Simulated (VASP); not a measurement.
**CuSi16 (a cell with a defect): single point with PBE**

The system is CuSi16 (a cell with a defect).

```xyz
17
Lattice="0.0000 5.4300 5.4300 5.4300 0.0000 5.4300 5.4300 5.4300 0.0000" Properties=species:S:1:pos:R:3 pbc="T T T"
Si    0.0682   -0.0438    0.0291
Si    1.4602    1.2374    1.4122
Si    2.7769    2.6218   -0.0638
Si    4.0804    4.0130    1.2800
Si    2.8970    0.0911    2.8637
Si    4.2266    1.4817    4.1826
Si    5.4908    2.7370    2.6547
Si    6.8471    4.1154    3.9731
Si   -0.0209    2.6297    2.7305
Si    1.3217    4.0132    4.0413
Si    2.6255    5.3008    2.5865
Si    3.9635    6.6680    3.9121
Si    2.6962    2.7345    5.4484
Si    4.0067    4.1214    6.8052
Si    5.3777    5.4613    5.3423
Si    6.7542    6.7573    6.7119
Cu    5.8624    3.0860    5.8232
```

```
Program             : VASP 6.6.1
Task                : single point
Functional          : PBE
Potentials or basis : VASP PAW PBE potentials, release 64 (Si, Cu)
Cutoff              : 520 eV
k mesh              : 2 × 2 × 2
Occupations         : gaussian, width 0.02 eV
Spin                : no spin polarisation
```

```json
{"Largest force": "0.083 eV/Å"}
```

Forces on the atoms (eV/Å):
```
Si  -0.003  0.000 -0.004
Si   0.018 -0.013  0.027
Si   0.005  0.004 -0.003
Si  -0.002  0.002  0.003
Si  -0.018 -0.006 -0.013
Si   0.000 -0.002  0.004
Si  -0.008 -0.002  0.002
Si   0.008  0.017 -0.007
Si   0.001  0.000  0.004
Si   0.006  0.011 -0.005
Si   0.011  0.014  0.006
Si   0.012  0.020  0.023
Si   0.002  0.002 -0.003
Si   0.011 -0.005  0.000
Si   0.008 -0.002  0.003
Si   0.004  0.004  0.010
Cu  -0.054 -0.043 -0.045
```

Levels at points of the mesh, in eV from the Fermi level:
| k point | band 33 | band 34 | band 35 | band 36 | band 37 | band 38 | band 39 | band 40 | band 41 | band 42 |
| --- | --- | --- | --- | --- | --- | --- | --- | --- | --- | --- |
| (0.00, 0.00, 0.00) | -1.15 | -1.10 | -0.62 | -0.21 | -0.06 | 0.06 | 0.26 | 0.56 | 0.59 | 0.70 |
| (0.50, 0.00, 0.00) | -2.05 | -1.02 | -0.94 | -0.90 | -0.77 | 0.56 | 1.08 | 1.17 | 1.29 | 1.41 |
| (0.00, 0.50, 0.00) | -2.06 | -1.00 | -0.94 | -0.93 | -0.81 | 0.53 | 1.09 | 1.15 | 1.28 | 1.39 |
| (0.00, 0.00, 0.50) | -2.04 | -1.02 | -0.94 | -0.90 | -0.76 | 0.57 | 1.08 | 1.17 | 1.29 | 1.42 |
| (0.50, 0.50, 0.50) | -2.17 | -0.94 | -0.92 | -0.64 | -0.51 | 0.53 | 0.96 | 1.36 | 1.38 | 1.57 |
| (0.50, 0.50, 0.00) | -1.85 | -1.55 | -1.54 | -1.46 | -1.14 | 0.66 | 0.91 | 1.88 | 2.05 | 2.17 |
| (0.00, 0.50, 0.50) | -1.86 | -1.54 | -1.54 | -1.46 | -1.15 | 0.66 | 0.91 | 1.88 | 2.04 | 2.17 |
| (0.50, 0.00, 0.50) | -1.88 | -1.56 | -1.52 | -1.44 | -1.19 | 0.67 | 0.91 | 1.89 | 2.03 | 2.17 |

It took 4.4 min on 1 thread of Intel(R) Xeon(R) Platinum 8559C (Emerald Rapids), with other jobs on the host, peak memory 0.49 GiB.

Caveat: the k points lie up to 0.50 Å⁻¹ apart; the cell carries a net charge on a neutralising background, which shifts energy and pressure; the cell is charged against a uniform background, so pressure and absolute levels hang on convention.
